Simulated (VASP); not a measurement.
# Ca (Fm-3m) in VASP: a series of runs

The runs below take Ca through single point, with PBE.

Everything below comes from runs of VASP 6.6.1. Logs are shortened: lines on timing, memory, paths and dates and some standing lists are left out, and cuts for length are marked.

### Step 1. The cell of the first run

It takes space group Fm-3m (No. 225, cubic). The conventional cell has a = 4.234 Å, b = 4.234 Å, c = 4.234 Å, α = 90.00°, β = 90.00°, γ = 90.00°. Within 3.9 Å of Ca (site symmetry m-3m) lie 12 Ca at 2.99 Å.

### Step 2. Single point, PBE (volume scaled by 0.45)

INCAR

```
PREC     = Accurate       # precision mode
ENCUT    = 520            # plane-wave cutoff, eV
EDIFF    = 1E-7           # SCF threshold, eV
ISMEAR   = -1             # smearing method
SIGMA    = 0.08           # smearing width, eV
LREAL    = F              # projectors in reciprocal space
LASPH    = T              # aspherical terms in the spheres
NELM     = 80             # most SCF steps
ALGO     = Normal         # electronic algorithm
ISIF     = 2              # what is computed and relaxed
LWAVE    = F              # write WAVECAR
LCHARG   = F              # write CHGCAR
GGA      = PE             # functional
NBANDS   = 11             # bands
```

KPOINTS

```
Automatic mesh
0
Gamma
  12 12 12
```

POSCAR

```
Ca
1.0
    0.0000000000      2.1170884590      2.1170884590
    2.1170884590      0.0000000000      2.1170884590
    2.1170884590      2.1170884590      0.0000000000
Ca
1
Direct
    0.0000000000      0.0000000000      0.0000000000
```

Potentials or basis: VASP PAW PBE potentials, release 64 (Ca_sv).

On the command line:

```bash
$ cat potpaw_PBE.64/Ca_sv/POTCAR > POTCAR
$ mpirun -np 1 vasp_std > vasp.out
```

OUTCAR:

```text
PREC = Accurate
   ENCUT = 520
   EDIFF = 1E-7
   ISMEAR = -1
   LREAL = F
   LASPH = T
   NELM = 80
   ISIF = 2
   GGA = PE

 ion  position               nearest neighbor table
   1  0.000  0.000  0.000-

  LATTYP: Found a face centered cubic cell.
 ALAT       =     4.2341769180

  Lattice vectors:

 A1 = (   0.0000000000,   2.1170884590,   2.1170884590)
 A2 = (   2.1170884590,   0.0000000000,   2.1170884590)
 A3 = (   2.1170884590,   2.1170884590,   0.0000000000)

Analysis of symmetry for initial positions (statically):
=====================================================================
 Subroutine PRICEL returns:
 Original cell was already a primitive cell.

 Routine SETGRP: Setting up the symmetry group for a
 face centered cubic supercell.

 Subroutine GETGRP returns: Found 48 space group operations
 (whereof 48 operations were pure point group operations)
 out of a pool of 48 trial point group operations.

The static configuration has the point symmetry O_h .

Analysis of symmetry for dynamics (positions and initial velocities):
=====================================================================
 Subroutine PRICEL returns:
 Original cell was already a primitive cell.

 Routine SETGRP: Setting up the symmetry group for a
 face centered cubic supercell.

 Subroutine GETGRP returns: Found 48 space group operations
 (whereof 48 operations were pure point group operations)
 out of a pool of 48 trial point group operations.

The dynamic configuration has the point symmetry O_h .

 Subroutine INISYM returns: Found 48 space group operations
 (whereof 48 operations are pure point group operations),
 and found     1 'primitive' translations

----------------------------------------------------------------------------------------

                                     Primitive cell

  volume of cell :      18.9778

  direct lattice vectors                    reciprocal lattice vectors
     0.000000000  2.117088459  2.117088459    -0.236173410  0.236173410  0.236173410
     2.117088459  0.000000000  2.117088459     0.236173410 -0.236173410  0.236173410
     2.117088459  2.117088459  0.000000000     0.236173410  0.236173410 -0.236173410

  length of vectors
     2.994015211  2.994015211  2.994015211     0.409064345  0.409064345  0.409064345

  position of ions in fractional coordinates (direct lattice)
     0.000000000  0.000000000  0.000000000

  ion indices of the primitive-cell ions
   primitive index   ion index
                 1           1

----------------------------------------------------------------------------------------

 KPOINTS: Automatic mesh

Automatic generation of k-mesh.
 Grid dimensions read from file:
 generate k-points for:   12   12   12

 Generating k-lattice:

  Cartesian coordinates                     Fractional coordinates (reciprocal lattice)
    -0.019681117  0.019681117  0.019681117     0.083333333  0.000000000  0.000000000
     0.019681117 -0.019681117  0.019681117     0.000000000  0.083333333  0.000000000
     0.019681117  0.019681117 -0.019681117     0.000000000  0.000000000  0.083333333

  Length of vectors
     0.034088695  0.034088695  0.034088695

  Shift w.r.t. Gamma in fractional coordinates (k-lattice)
     0.000000000  0.000000000  0.000000000

 Subroutine IBZKPT returns following result:
 ===========================================

 Found     72 irreducible k-points:

 Following reciprocal coordinates:
            Coordinates               Weight
  0.000000  0.000000  0.000000      1.000000
  0.083333  0.000000  0.000000      8.000000
  0.166667  0.000000  0.000000      8.000000
  0.250000  0.000000  0.000000      8.000000
  0.333333  0.000000  0.000000      8.000000
  0.416667  0.000000  0.000000      8.000000
[... 16 lines left out ...]
  0.500000  0.166667  0.000000     24.000000
 -0.416667  0.166667  0.000000     24.000000
 [... further k-points ...]
   k-points           NKPTS =     72   k-points in BZ     NKDIM =     72   number of bands    NBANDS=     11
   number of dos      NEDOS =    301   number of ions     NIONS =      1
   total plane-waves  NPLWV =  13824
   dimension x,y,z NGX =    24 NGY =   24 NGZ =   24
   dimension x,y,z NGXF=    48 NGYF=   48 NGZF=   48
   ions per type =               1
   NGX,Y,Z   is equivalent  to a cutoff of  13.33, 13.33, 13.33 a.u.
   NGXF,Y,Z  is equivalent  to a cutoff of  26.65, 26.65, 26.65 a.u.
 SYSTEM =  unknown system
   PREC   = accura    normal or accurate (medium, high low for compatibility)
   ISTART =      0    job   : 0-new  1-cont  2-samecut
   ICHARG =      2    charge: 1-file 2-atom 10-const
   ISPIN  =      1    spin polarized calculation?
   LNONCOLLINEAR =      F non collinear calculations
   LSORBIT =      F    spin-orbit coupling
   LASPH  =      T    aspherical Exc in radial PAW
   ENCUT  =  520.0 eV  38.22 Ry    6.18 a.u.   5.57  5.57  5.57*2*pi/ulx,y,z
   NELM   =     80;   NELMIN=  2; NELMDL= -5     # of ELM steps
   EDIFF  = 0.1E-06   stopping-criterion for ELM
   LREAL  =      F    real-space projection
   EDIFFG = 0.1E-05   stopping-criterion for IOM
   NSW    =      0    number of steps for IOM
   IBRION =     -1    ionic relax: 0-MD 1-quasi-New 2-CG
   NFREE  =      0    steps in history (QN), initial steepest desc. (CG)
   ISIF   =      2    stress and relaxation
   ISYM   =      2    0-nonsym 1-usesym 2-fastsym
   POTIM  = 0.5000    time-step for ionic-motion
   TEBEG  =    0.0;   TEEND  =   0.0 temperature during run
   PSTRESS=    0.0 pullay stress
   NELECT =      10.0000    total number of electrons
   NUPDOWN=      -1.0000    fix difference up-down
   EMIN   =  10.00;   EMAX   =-10.00  energy-range for DOS
   EFERMI =   0.00;   METHOD = LEGACY
   ISMEAR =    -1;   SIGMA  =   0.08  broadening in eV -4-tet -1-fermi 0-gaus
   EFERMI_NEDOS =   21; number of points for ismear=-14 and -15
   IALGO  =     38    algorithm
   IMIX   =      4    mixing-type and parameters
     AMIX     =   0.40;   BMIX     =  1.00
     AMIX_MAG =   1.60;   BMIX_MAG =  1.00
  volume/ion in A,a.u.               =      18.98       128.07
  Fermi-wavevector in a.u.,A,eV,Ry     =   1.322287  2.498761 23.789021  1.748444
  Thomas-Fermi vector in A             =   2.451979
   LORBIT       =      0    0 simple, 1 ext, 2 COOP (PROOUT), +10 PAW based schemes
   GGA     = PE    functional components
   LHFCALC =     F    Hartree Fock is set to
   AEXX    =    0.0000 exact exchange contribution
   IVDW    =     0    specifies the selected vdW correction
   LEPSILON=     F    determine dielectric tensor
   LRPA    =     F    only Hartree local field effects (RPA)
 non-spin polarized calculation
  energy-cutoff  :      520.00
  volume of cell :       18.98
 maximum number of plane-waves:       532
 NGX is ok and might be reduce to    24
   NGX = 11   NGY = 11   NGZ = 11

 number of electron      10.0000000 magnetization

 number of electron       9.9999999 magnetization

 Free energy of the ion-electron system (eV)
  ---------------------------------------------------
  ext. energy  EPLUGINS =         0.00000000
  ---------------------------------------------------
  free energy    TOTEN  =        -0.01513629 eV

  energy without entropy =        0.00764188  energy(sigma->0) =       -0.00374721

 E-fermi :   6.2057     XC(G=0): -10.7028

 val. band max:        6.1978440657   @ k =   0.4167   0.3333   0.0000
 cond. band min:       6.2156007596   @ k =  -0.3333   0.3333   0.1667
 fundamental gap:      0.0177566939
 Fermi energy:         6.2056997167

 k-point     1 :       0.0000    0.0000    0.0000
  band No.  band energies     occupation
      1     -34.5274      2.00000
      2     -14.6597      2.00000
      3     -14.6597      2.00000
      4     -14.6597      2.00000
      5       1.6179      2.00000
      6       9.4595      0.00000
      7       9.4595      0.00000
      8       9.4595      0.00000
      9      12.0041      0.00000
     10      12.0041      0.00000
     11      19.6478      0.00000

 k-point     2 :       0.0833    0.0000    0.0000
  band No.  band energies     occupation
      1     -34.5035      2.00000
      2     -14.7891      2.00000
      3     -14.6735      2.00000
      4     -14.6735      2.00000
      5       1.8798      2.00000
      6       9.2034      0.00000
      7       9.5687      0.00000
      8       9.5687      0.00000
      9      11.8905      0.00000
     10      11.8905      0.00000
     11      20.1357      0.00000

 k-point     3 :       0.1667    0.0000    0.0000
  band No.  band energies     occupation
      1     -34.4373      2.00000
      2     -15.1311      2.00000
      3     -14.7107      2.00000
      4     -14.7107      2.00000
      5       2.5923      2.00000
      6       8.6310      0.00000
      7       9.7788      0.00000
      8       9.7788      0.00000
      9      11.7362      0.00000
     10      11.7362      0.00000
     11      20.9046      0.00000

 k-point     4 :       0.2500    0.0000    0.0000
  band No.  band energies     occupation
      1     -34.3454      2.00000
      2     -15.5752      2.00000
      3     -14.7610      2.00000
      4     -14.7610      2.00000
      5       3.5384      2.00000
      6       8.1125      0.00000
      7       9.7635      0.00000
      8       9.7635      0.00000
      9      11.9822      0.00000
     10      11.9822      0.00000
     11      19.6155      0.00000

 k-point     5 :       0.3333    0.0000    0.0000
  band No.  band energies     occupation
      1     -34.2514      2.00000
      2     -15.9971      2.00000
      3     -14.8105      2.00000
      4     -14.8105      2.00000
      5       4.3559      2.00000
      6       7.9812      0.00000
      7       9.4981      0.00000
      8       9.4981      0.00000
      9      12.6722      0.00000
     10      12.6722      0.00000
     11      18.6234      0.00000
[... 211 lines left out ...]
 k-point    21 :       0.3333    0.1667    0.0000
  band No.  band energies     occupation
      1     -34.2538      2.00000
      2     -15.7468      2.00000
      3     -14.9443      2.00000
      4     -14.9311      2.00000
      5       4.4441      2.00000
      6       7.3604      0.00000
      7       9.0091      0.00000
      8      10.4578      0.00000
      9      11.9043      0.00000
     10      13.0960      0.00000
     11      20.3107      0.00000

 k-point    22 :       0.4167    0.1667    0.0000
  band No.  band energies     occupation
      1     -34.1758      2.00000
      2     -16.0450      2.00000
      3     -15.0404      2.00000
      4     -14.9605      2.00000
      5       5.1481      2.00000
      6       7.2590      0.00000
      7       8.6638      0.00000
      8      10.2123      0.00000
      9      13.0696      0.00000
     10      13.6370      0.00000
     11      19.0609      0.00000

 k-point    23 :       0.5000    0.1667    0.0000
  band No.  band energies     occupation
      1     -34.1264      2.00000
      2     -16.2208      2.00000
      3     -15.1309      2.00000
      4     -14.9567      2.00000
      5       5.5249      1.99960
      6       7.2290      0.00001
      7       8.7640      0.00000
      8       9.9682      0.00000
      9      13.7696      0.00000
     10      14.1689      0.00000
     11      18.0365      0.00000

 k-point    24 :      -0.4167    0.1667    0.0000
  band No.  band energies     occupation
      1     -34.1198      2.00000
      2     -16.2365      2.00000
      3     -15.1884      2.00000
      4     -14.9208      2.00000
      5       5.6464      1.99816
      6       7.3071      0.00000
      7       8.7620      0.00000
      8       9.8548      0.00000
      9      13.2766      0.00000
     10      14.7354      0.00000
     11      17.9860      0.00000

 [... further k-points ...]

------------------------ aborting loop because EDIFF is reached ----------------------------------------

  FORCE on cell =-STRESS in cart. coord.  units (eV):
  Direction    XX          YY          ZZ          XY          YZ          ZX
  --------------------------------------------------------------------------------------
  -------------------------------------------------------------------------------------
  Total        5.1699534      5.1699534      5.1699534     -0.0000000     -0.0000000     -0.0000000
  in kB      436.4657775    436.4657775    436.4657775     -0.0000000     -0.0000000     -0.0000000
  external PRESSURE =     436.4657775 kB  Pullay stress =       0.0000000 kB

 VOLUME and BASIS-vectors are now :
 -----------------------------------------------------------------------------
  energy-cutoff  :      520.00
  volume of cell :       18.98
      direct lattice vectors                 reciprocal lattice vectors
     0.000000000  2.117088459  2.117088459    -0.236173410  0.236173410  0.236173410
     2.117088459  0.000000000  2.117088459     0.236173410 -0.236173410  0.236173410
     2.117088459  2.117088459  0.000000000     0.236173410  0.236173410 -0.236173410

 POSITION                                       TOTAL-FORCE (eV/Angst)
 -----------------------------------------------------------------------------------
      0.00000      0.00000      0.00000        -0.000000      0.000000     -0.000000
 -----------------------------------------------------------------------------------
    total drift:                                0.000000      0.000000      0.000000

  FREE ENERGIE OF THE ION-ELECTRON SYSTEM (eV)
  ---------------------------------------------------
  free  energy   TOTEN  =        -0.0151362881 eV

  energy  without entropy=        0.0076418757  energy(sigma->0) =       -0.00374721
```

It took 18 s on 1 thread of Intel Xeon 6975P-C, shared host; peak memory 0.15 GiB.

What came out:

| Quantity | Value |
| --- | --- |
| Free energy | -0.0151 eV |
| Pressure | 43.6 GPa |
| Band gap on the k mesh | zero (band 5 reaches 6.38 eV, above the bottom of band 6 at 5.71 eV) |

Levels at points of the mesh, in eV from the Fermi level:
```csv
k point,band 3,band 4,band 5,band 6,band 7,band 8
"(0.00, 0.00, 0.00)",-20.87,-20.87,-4.59,3.25,3.25,3.25
"(0.50, 0.00, 0.00)",-21.06,-21.06,-1.38,2.32,2.95,2.95
"(0.50, 0.50, 0.00)",-21.44,-21.44,-1.87,-0.50,4.74,7.50
```

### Step 3. Single point, PBE (volume scaled by 0.45)

INCAR

```
SYSTEM = Ca
PREC     = Accurate       ! precision mode
ENCUT    = 520            ! plane-wave cutoff, eV
EDIFF    = 1E-6           ! SCF threshold, eV
ISMEAR   = -1             ! smearing method
SIGMA    = 0.08           ! smearing width, eV
LREAL    = .FALSE.        ! projectors in reciprocal space
LASPH    = .TRUE.         ! aspherical terms in the spheres
NELM     = 100            ! most SCF steps
ALGO     = Normal         ! electronic algorithm
ISIF     = 2              ! what is computed and relaxed
LWAVE    = .FALSE.        ! write WAVECAR
LCHARG   = .FALSE.        ! write CHGCAR
GGA      = PE             ! functional
NBANDS   = 11             ! bands
```

KPOINTS

```
Automatic mesh
0
G
  12 12 12
  0 0 0
```

POSCAR is that of step 2.

Potentials or basis: VASP PAW PBE potentials, release 64 (Ca_sv).

On the command line:

```bash
$ cat potpaw_PBE.64/Ca_sv/POTCAR > POTCAR
$ mpirun -np 1 vasp_std > vasp.out
```

Wall time 17 s (1 thread of Intel Xeon 6975P-C, shared host); peak memory 0.15 GiB.

It converged, with:

```
Free energy            : -0.0151 eV
Pressure               : 43.6 GPa
Band gap on the k mesh : zero (band 5 reaches 6.38 eV, above the bottom of band 6 at 5.71 eV)
```

Levels at points of the mesh, in eV from the Fermi level:
| k point | band 1 | band 2 | band 3 | band 4 | band 5 | band 6 | band 7 | band 8 | band 9 | band 10 |
| --- | --- | --- | --- | --- | --- | --- | --- | --- | --- | --- |
| (0.00, 0.00, 0.00) | -40.73 | -20.87 | -20.87 | -20.87 | -4.59 | 3.25 | 3.25 | 3.25 | 5.80 | 5.80 |
| (0.50, 0.00, 0.00) | -40.36 | -22.61 | -21.06 | -21.06 | -1.38 | 2.32 | 2.95 | 2.95 | 7.49 | 7.49 |
| (0.50, 0.50, 0.00) | -40.24 | -22.46 | -21.44 | -21.44 | -1.87 | -0.50 | 4.74 | 7.50 | 7.97 | 7.97 |

### Step 4. Single point, PBE (volume scaled by 0.52)

INCAR

```
PREC = Accurate
ENCUT = 520
EDIFF = 1E-6
ISMEAR = -1
SIGMA = 0.08
LREAL = F
LASPH = T
NELM = 80
ALGO = Normal
ISIF = 2
LWAVE = F
LCHARG = F
GGA = PE
NBANDS = 11
```

KPOINTS

```
regular mesh
0
Gamma
  12 12 12
```

POSCAR

```
Ca
1.0
    0.0000000000      2.2216174669      2.2216174669
    2.2216174669      0.0000000000      2.2216174669
    2.2216174669      2.2216174669      0.0000000000
Ca
1
Direct
    0.0000000000      0.0000000000      0.0000000000
```

On the command line:

```bash
$ cat potpaw_PBE.64/Ca_sv/POTCAR > POTCAR
$ mpirun -np 1 vasp_std > vasp.out
```

Run time: 16 s. Hardware: 1 thread of Intel Xeon 6975P-C, shared host; peak memory 0.15 GiB.

Results (log left out):

```
Free energy            : -0.6925 eV
Pressure               : 30.4 GPa
Band gap on the k mesh : zero (band 5 reaches 5.30 eV, above the bottom of band 6 at 5.08 eV)
```

Levels at points of the mesh, in eV from the Fermi level:
```tsv
k point	band 3	band 4	band 5	band 6	band 7	band 8
(0.00, 0.00, 0.00)	-21.31	-21.31	-4.76	3.08	3.08	3.08
(0.50, 0.00, 0.00)	-21.44	-21.44	-1.35	1.44	2.82	2.82
(0.50, 0.50, 0.00)	-21.70	-21.70	-1.54	-0.23	3.53	6.73
```

(Continued in part 2 of 2.)
